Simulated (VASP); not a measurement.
# C (Pm-3m) in VASP: further runs

Runs on C. Level: PBE. Tasks: single point, relaxation of cell and atoms.

All numbers are computed with VASP 6.6.1; they aren't measurements. Logs are shortened: lines on timing, memory, paths and dates and some standing lists are left out, and cuts for length are marked.

## (1) The cell of the first run

The structure is cubic, space group Pm-3m (No. 221). The conventional cell has a = 1.775 Å, b = 1.775 Å, c = 1.775 Å, α = 90.00°, β = 90.00°, γ = 90.00°. Within 2.4 Å of C (site symmetry m-3m) lie 6 C at 1.78 Å.

## (2) Single point, PBE

INCAR reads:

```
SYSTEM = C
ALGO = Normal
EDIFF = 1E-6
ENCUT = 520
GGA = PE
ISIF = 2
ISMEAR = 0
LASPH = .TRUE.
LCHARG = .TRUE.
LELF = .TRUE.
LREAL = .FALSE.
LVHAR = .TRUE.
LWAVE = .FALSE.
NBANDS = 8
NELM = 60
PREC = Accurate
SIGMA = 0.02
```

KPOINTS reads:

```
k-points
0
G
  22 22 22
  0 0 0
```

POSCAR reads:

```
C
1.0
    1.7754932215      0.0000000000      0.0000000000
    0.0000000000      1.7754932215      0.0000000000
    0.0000000000      0.0000000000      1.7754932215
C
1
Direct
    0.0000000000      0.0000000000      0.0000000000
```

Potentials or basis: VASP PAW PBE potentials, release 64 (C).

Launch:

```sh
cat potpaw_PBE.64/C/POTCAR > POTCAR
mpirun -np 1 vasp_std > vasp.out
```

OUTCAR:

```text
SYSTEM = C
   EDIFF = 1E-6
   ENCUT = 520
   GGA = PE
   ISIF = 2
   ISMEAR = 0
   LASPH = .TRUE.
   LREAL = .FALSE.
   NELM = 60
   PREC = Accurate

 ion  position               nearest neighbor table
   1  0.000  0.000  0.000-

  LATTYP: Found a simple cubic cell.
 ALAT       =     1.7754932215

  Lattice vectors:

 A1 = (   1.7754932215,   0.0000000000,   0.0000000000)
 A2 = (   0.0000000000,   1.7754932215,   0.0000000000)
 A3 = (   0.0000000000,   0.0000000000,   1.7754932215)

Analysis of symmetry for initial positions (statically):
=====================================================================
 Subroutine PRICEL returns:
 Original cell was already a primitive cell.

 Routine SETGRP: Setting up the symmetry group for a
 simple cubic supercell.

 Subroutine GETGRP returns: Found 48 space group operations
[... 9 lines left out ...]

 Routine SETGRP: Setting up the symmetry group for a
 simple cubic supercell.

 Subroutine GETGRP returns: Found 48 space group operations
[... 11 lines left out ...]
                                     Primitive cell

  volume of cell :       5.5970

  direct lattice vectors                    reciprocal lattice vectors
     1.775493222  0.000000000  0.000000000     0.563223778  0.000000000  0.000000000
     0.000000000  1.775493222  0.000000000     0.000000000  0.563223778  0.000000000
     0.000000000  0.000000000  1.775493222     0.000000000  0.000000000  0.563223778

  length of vectors
     1.775493222  1.775493222  1.775493222     0.563223778  0.563223778  0.563223778

  position of ions in fractional coordinates (direct lattice)
     0.000000000  0.000000000  0.000000000

  ion indices of the primitive-cell ions
   primitive index   ion index
                 1           1

----------------------------------------------------------------------------------------

 KPOINTS: k-points

Automatic generation of k-mesh.
 Grid dimensions read from file:
 generate k-points for:   22   22   22

 Generating k-lattice:

  Cartesian coordinates                     Fractional coordinates (reciprocal lattice)
     0.025601081  0.000000000  0.000000000     0.045454545  0.000000000  0.000000000
     0.000000000  0.025601081  0.000000000     0.000000000  0.045454545  0.000000000
     0.000000000  0.000000000  0.025601081     0.000000000  0.000000000  0.045454545

  Length of vectors
     0.025601081  0.025601081  0.025601081

  Shift w.r.t. Gamma in fractional coordinates (k-lattice)
     0.000000000  0.000000000  0.000000000

 Subroutine IBZKPT returns following result:
 ===========================================

 Found    364 irreducible k-points:

 Following reciprocal coordinates:
            Coordinates               Weight
  0.000000  0.000000  0.000000      1.000000
  0.045455  0.000000  0.000000      6.000000
  0.090909  0.000000  0.000000      6.000000
  0.136364  0.000000  0.000000      6.000000
  0.181818  0.000000  0.000000      6.000000
  0.227273  0.000000  0.000000      6.000000
[... 16 lines left out ...]
  0.500000  0.045455  0.000000     12.000000
  0.090909  0.090909  0.000000     12.000000
 [... further k-points ...]
   k-points           NKPTS =    364   k-points in BZ     NKDIM =    364   number of bands    NBANDS=      8
   number of dos      NEDOS =    301   number of ions     NIONS =      1
   total plane-waves  NPLWV =   2744
   dimension x,y,z NGX =    14 NGY =   14 NGZ =   14
   dimension x,y,z NGXF=    28 NGYF=   28 NGZF=   28
   ions per type =               1
   NGX,Y,Z   is equivalent  to a cutoff of  13.11, 13.11, 13.11 a.u.
   NGXF,Y,Z  is equivalent  to a cutoff of  26.22, 26.22, 26.22 a.u.
 SYSTEM =  C
   PREC   = accura    normal or accurate (medium, high low for compatibility)
   ISTART =      0    job   : 0-new  1-cont  2-samecut
   ICHARG =      2    charge: 1-file 2-atom 10-const
   ISPIN  =      1    spin polarized calculation?
   LNONCOLLINEAR =      F non collinear calculations
   LSORBIT =      F    spin-orbit coupling
   LASPH  =      T    aspherical Exc in radial PAW
   ENCUT  =  520.0 eV  38.22 Ry    6.18 a.u.   3.30  3.30  3.30*2*pi/ulx,y,z
   NELM   =     60;   NELMIN=  2; NELMDL= -5     # of ELM steps
   EDIFF  = 0.1E-05   stopping-criterion for ELM
   LREAL  =      F    real-space projection
   EDIFFG = 0.1E-04   stopping-criterion for IOM
   NSW    =      0    number of steps for IOM
   IBRION =     -1    ionic relax: 0-MD 1-quasi-New 2-CG
   NFREE  =      0    steps in history (QN), initial steepest desc. (CG)
   ISIF   =      2    stress and relaxation
   ISYM   =      2    0-nonsym 1-usesym 2-fastsym
   POTIM  = 0.5000    time-step for ionic-motion
   TEBEG  =    0.0;   TEEND  =   0.0 temperature during run
   PSTRESS=    0.0 pullay stress
   NELECT =       4.0000    total number of electrons
   NUPDOWN=      -1.0000    fix difference up-down
   EMIN   =  10.00;   EMAX   =-10.00  energy-range for DOS
   EFERMI =   0.00;   METHOD = LEGACY
   ISMEAR =     0;   SIGMA  =   0.02  broadening in eV -4-tet -1-fermi 0-gaus
   EFERMI_NEDOS =   21; number of points for ismear=-14 and -15
   IALGO  =     38    algorithm
   IMIX   =      4    mixing-type and parameters
     AMIX     =   0.40;   BMIX     =  1.00
     AMIX_MAG =   1.60;   BMIX_MAG =  1.00
  volume/ion in A,a.u.               =       5.60        37.77
  Fermi-wavevector in a.u.,A,eV,Ry     =   1.463668  2.765931 29.148074  2.142323
  Thomas-Fermi vector in A             =   2.579735
   LORBIT       =      0    0 simple, 1 ext, 2 COOP (PROOUT), +10 PAW based schemes
   GGA     = PE    functional components
   LHFCALC =     F    Hartree Fock is set to
   AEXX    =    0.0000 exact exchange contribution
   IVDW    =     0    specifies the selected vdW correction
   LEPSILON=     F    determine dielectric tensor
   LRPA    =     F    only Hartree local field effects (RPA)
 non-spin polarized calculation
 Gauss-broadening in eV      SIGMA  =   0.02
  energy-cutoff  :      520.00
  volume of cell :        5.60
 maximum number of plane-waves:       160
 NGX is ok and might be reduce to    14
   NGX =  7   NGY =  7   NGZ =  7

 number of electron       4.0000000 magnetization

 Free energy of the ion-electron system (eV)
  ---------------------------------------------------
  ext. energy  EPLUGINS =         0.00000000
  ---------------------------------------------------
  free energy    TOTEN  =        -6.47618031 eV

  energy without entropy =       -6.47610282  energy(sigma->0) =       -6.47614156

 E-fermi :  10.7688     XC(G=0): -13.8067

 val. band max:       10.7679038461   @ k =   0.4091   0.4091   0.2273
 cond. band min:      10.7791694615   @ k =   0.2727   0.2727   0.2273
 fundamental gap:      0.0112656154
 Fermi energy:        10.7688114103

 k-point     1 :       0.0000    0.0000    0.0000
  band No.  band energies     occupation
      1     -11.2573      2.00000
      2      20.1191      0.00000
      3      20.1191      0.00000
      4      20.1191      0.00000
      5      36.2774      0.00000
      6      36.2774      0.00000
      7      41.8214      0.00000
      8      66.7026      0.00000

 k-point     2 :       0.0455    0.0000    0.0000
  band No.  band energies     occupation
      1     -11.1765      2.00000
      2      19.5072      0.00000
      3      20.1734      0.00000
      4      20.1734      0.00000
      5      36.3682      0.00000
      6      36.9390      0.00000
      7      41.8185      0.00000
      8      66.1849      0.00000

 k-point     3 :       0.0909    0.0000    0.0000
  band No.  band energies     occupation
      1     -10.9341      2.00000
      2      17.9284      0.00000
      3      20.3321      0.00000
      4      20.3321      0.00000
      5      36.6400      0.00000
      6      38.6250      0.00000
      7      41.8423      0.00000
      8      64.7457      0.00000

 k-point     4 :       0.1364    0.0000    0.0000
  band No.  band energies     occupation
      1     -10.5301      2.00000
      2      15.8195      0.00000
      3      20.5921      0.00000
      4      20.5921      0.00000
      5      37.0905      0.00000
      6      40.5189      0.00000
      7      42.2274      0.00000
      8      62.7248      0.00000

 k-point     5 :       0.1818    0.0000    0.0000
  band No.  band energies     occupation
      1      -9.9652      2.00000
      2      13.4853      0.00000
      3      20.9394      0.00000
      4      20.9394      0.00000
      5      37.7152      0.00000
      6      41.1008      0.00000
      7      44.1161      0.00000
      8      60.4429      0.00000

 k-point     6 :       0.2273    0.0000    0.0000
  band No.  band energies     occupation
      1      -9.2400      2.00000
      2      11.0897      0.00000
      3      21.3557      0.00000
      4      21.3557      0.00000
      5      38.5061      0.00000
      6      41.0645      0.00000
      7      46.5166      0.00000
      8      58.1428      0.00000

 k-point     7 :       0.2727    0.0000    0.0000
  band No.  band energies     occupation
      1      -8.3556      2.00000
      2       8.7205      2.00000
      3      21.8157      0.00000
      4      21.8157      0.00000
      5      39.4496      0.00000
      6      40.9311      0.00000
      7      48.6886      0.00000
      8      55.9807      0.00000

 k-point     8 :       0.3182    0.0000    0.0000
  band No.  band energies     occupation
      1      -7.3134      2.00000
      2       6.4257      2.00000
      3      22.2852      0.00000
      4      22.2852      0.00000
      5      40.5204      0.00000
      6      40.7756      0.00000
      7      50.4085      0.00000
      8      54.0605      0.00000

 k-point     9 :       0.3636    0.0000    0.0000
  band No.  band energies     occupation
      1      -6.1150      2.00000
      2       4.2340      2.00000
      3      22.7245      0.00000
      4      22.7245      0.00000
      5      40.6293      0.00000
      6      41.6702      0.00000
      7      51.6194      0.00000
      8      52.4668      0.00000

 k-point    10 :       0.4091    0.0000    0.0000
  band No.  band energies     occupation
      1      -4.7635      2.00000
      2       2.1641      2.00000
      3      23.0876      0.00000
      4      23.0876      0.00000
      5      40.5079      0.00000
      6      42.8004      0.00000
      7      51.2668      0.00000
      8      51.2668      0.00000
[... 78 lines left out ...]
 k-point    18 :       0.2727    0.0455    0.0000
  band No.  band energies     occupation
      1      -8.2763      2.00000
      2       8.7763      2.00000
      3      21.3426      0.00000
      4      21.8660      0.00000
      5      39.8889      0.00000
      6      40.7111      0.00000
      7      48.7370      0.00000
      8      55.4497      0.00000

 k-point    19 :       0.3182    0.0455    0.0000
  band No.  band energies     occupation
      1      -7.2347      2.00000
      2       6.4874      2.00000
      3      21.8376      0.00000
      4      22.3350      0.00000
      5      40.4431      0.00000
      6      40.9344      0.00000
      7      50.4037      0.00000
      8      53.5627      0.00000

 k-point    20 :       0.3636    0.0455    0.0000
  band No.  band energies     occupation
      1      -6.0373      2.00000
      2       4.3002      2.00000
      3      22.3020      0.00000
      4      22.7727      0.00000
      5      40.1718      0.00000
      6      42.0605      0.00000
      7      51.3540      0.00000
      8      52.1630      0.00000

 k-point    21 :       0.4091    0.0455    0.0000
  band No.  band energies     occupation
      1      -4.6870      2.00000
      2       2.2339      2.00000
      3      22.6883      0.00000
      4      23.1348      0.00000
      5      39.9373      0.00000
      6      43.1821      0.00000
      7      50.4940      0.00000
      8      51.3553      0.00000

 k-point    22 :       0.4545    0.0455    0.0000
  band No.  band energies     occupation
      1      -3.1913      2.00000
      2       0.3056      2.00000
      3      22.9460      0.00000
      4      23.3752      0.00000
      5      39.7783      0.00000
      6      44.1164      0.00000
      7      49.5898      0.00000
      8      50.6108      0.00000

 k-point    23 :       0.5000    0.0455    0.0000
  band No.  band energies     occupation
      1      -1.7854      2.00000
      2      -1.2450      2.00000
      3      23.0379      0.00000
      4      23.4592      0.00000
      5      39.7222      0.00000
      6      44.5139      0.00000
      7      49.2240      0.00000
      8      50.3577      0.00000

 k-point    24 :       0.0909    0.0909    0.0000
  band No.  band energies     occupation
      1     -10.6112      2.00000
      2      17.5294      0.00000
      3      18.8632      0.00000
      4      20.5463      0.00000
      5      37.9955      0.00000
      6      39.9257      0.00000
      7      41.6961      0.00000
      8      62.7058      0.00000

 [... further k-points ...]

------------------------ aborting loop because EDIFF is reached ----------------------------------------

  FORCE on cell =-STRESS in cart. coord.  units (eV):
  Direction    XX          YY          ZZ          XY          YZ          ZX
  --------------------------------------------------------------------------------------
  -------------------------------------------------------------------------------------
  Total        0.0140935      0.0140935      0.0140935     -0.0000000      0.0000000     -0.0000000
  in kB        4.0343252      4.0343252      4.0343252     -0.0000000      0.0000000     -0.0000000
  external PRESSURE =       4.0343252 kB  Pullay stress =       0.0000000 kB

 VOLUME and BASIS-vectors are now :
 -----------------------------------------------------------------------------
  energy-cutoff  :      520.00
  volume of cell :        5.60
      direct lattice vectors                 reciprocal lattice vectors
     1.775493222  0.000000000  0.000000000     0.563223778  0.000000000  0.000000000
     0.000000000  1.775493222  0.000000000     0.000000000  0.563223778  0.000000000
     0.000000000  0.000000000  1.775493222     0.000000000  0.000000000  0.563223778

 POSITION                                       TOTAL-FORCE (eV/Angst)
 -----------------------------------------------------------------------------------
      0.00000      0.00000      0.00000         0.000000      0.000000      0.000000
 -----------------------------------------------------------------------------------
    total drift:                               -0.000000     -0.000000     -0.000000

  FREE ENERGIE OF THE ION-ELECTRON SYSTEM (eV)
  ---------------------------------------------------
  free  energy   TOTEN  =        -6.4761803125 eV

  energy  without entropy=       -6.4761028158  energy(sigma->0) =       -6.47614156
```

It took 3 s on 1 thread of Intel Xeon 6975P-C, shared host; peak memory 0.11 GiB.

Results:

```
Free energy            : -6.4762 eV
Pressure               : 0.4 GPa
Band gap on the k mesh : zero (band 2 reaches 20.12 eV, above the bottom of band 3 at 8.00 eV)
```

Levels at points of the mesh, in eV from the Fermi level:
```
           k point  band 1  band 2  band 3  band 4  band 5  band 6  band 7
(0.00, 0.00, 0.00)  -22.03    9.35    9.35    9.35   25.51   25.51   31.05
(0.50, 0.00, 0.00)  -12.62  -12.09   12.64   12.64   29.64   33.31   39.50
(0.50, 0.50, 0.00)   -5.98   -5.98   -2.77    8.24   15.31   41.58   41.58
(0.50, 0.50, 0.50)   -0.94   -0.94   -0.94    8.48   17.49   17.49   17.49
```

## (3) Relaxation of cell and atoms, PBE

This run uses another cell than the first one, of 7.41 Å³/atom, 1.325 times its volume.

INCAR reads:

```
SYSTEM = C
PREC = Accurate
ENCUT = 600
EDIFF = 1E-7
ISMEAR = 0
SIGMA = 0.02
LREAL = .False.
LASPH = .True.
NELM = 100
ALGO = Normal
ISIF = 3
LWAVE = .False.
LCHARG = .False.
GGA = PE
IBRION = 2
NSW = 80
EDIFFG = -0.03
```

KPOINTS reads:

```
regular mesh
0
Gamma
  22 22 22
  0 0 0
```

POSCAR reads:

```
C
1.0
    1.9500000000      0.0000000000      0.0000000000
    0.0000000000      1.9500000000      0.0000000000
    0.0000000000      0.0000000000      1.9500000000
C
1
Direct
    0.0000000000      0.0000000000      0.0000000000
```

Potentials or basis: VASP PAW PBE potentials, release 64 (C).

Launch:

```sh
cat potpaw_PBE.64/C/POTCAR > POTCAR
mpirun -np 1 vasp_std > vasp.out
```

It took 7.3 s on 1 thread of Intel Xeon 6975P-C, shared host; peak memory 0.12 GiB.

The run converged. Its results:

```yaml
Free_energy: -6.4827 eV
Relaxed_volume: 5.59 Å³/atom
Relaxed_cell: a = 1.774 Å, b = 1.774 Å, c = 1.774 Å, α = 90.00°, β = 90.00°, γ = 90.00°
Space_group_after_relaxing_to_0.05_Å: Pm-3m (No. 221)
Energy_gained_by_relaxing: 383.8 meV/atom
Ionic_steps: 3
Pressure_after_relaxing: 0.4 GPa
Band_gap_on_the_k_mesh: zero (band 2 reaches 20.16 eV, above the bottom of band 3 at 8.04 eV)
```

The path:
```
step  energy change (eV)  largest force (eV/Å)  pressure (GPa)  volume (Å³)
   1              0.0000                0.0000          -51.16         7.41
   2             -0.3407                0.0000           33.64         5.15
   3             -0.3838                0.0000            0.44         5.59
```

Final structure:
```cif
data_structure
_symmetry_space_group_name_H-M 'P 1'
_symmetry_Int_Tables_number 1
_cell_length_a 1.7744
_cell_length_b 1.7744
_cell_length_c 1.7744
_cell_angle_alpha 90.000
_cell_angle_beta 90.000
_cell_angle_gamma 90.000
_cell_volume 5.59
loop_
_atom_site_label
_atom_site_type_symbol
_atom_site_fract_x
_atom_site_fract_y
_atom_site_fract_z
_atom_site_occupancy
C1 C 0.00000 0.00000 0.00000 1
```

Levels at points of the mesh, in eV from the Fermi level:
| k point | band 1 | band 2 | band 3 | band 4 | band 5 | band 6 |
| --- | --- | --- | --- | --- | --- | --- |
| (0.00, 0.00, 0.00) | -22.05 | 9.36 | 9.36 | 9.36 | 25.53 | 25.53 |
| (0.50, 0.00, 0.00) | -12.63 | -12.12 | 12.66 | 12.66 | 29.66 | 33.34 |
| (0.50, 0.50, 0.00) | -5.99 | -5.99 | -2.76 | 8.24 | 15.33 | 41.61 |
| (0.50, 0.50, 0.50) | -0.94 | -0.94 | -0.94 | 8.52 | 17.50 | 17.50 |

Caveat: the volume moved by over 15 % at a fixed basis, so the end points are rough.
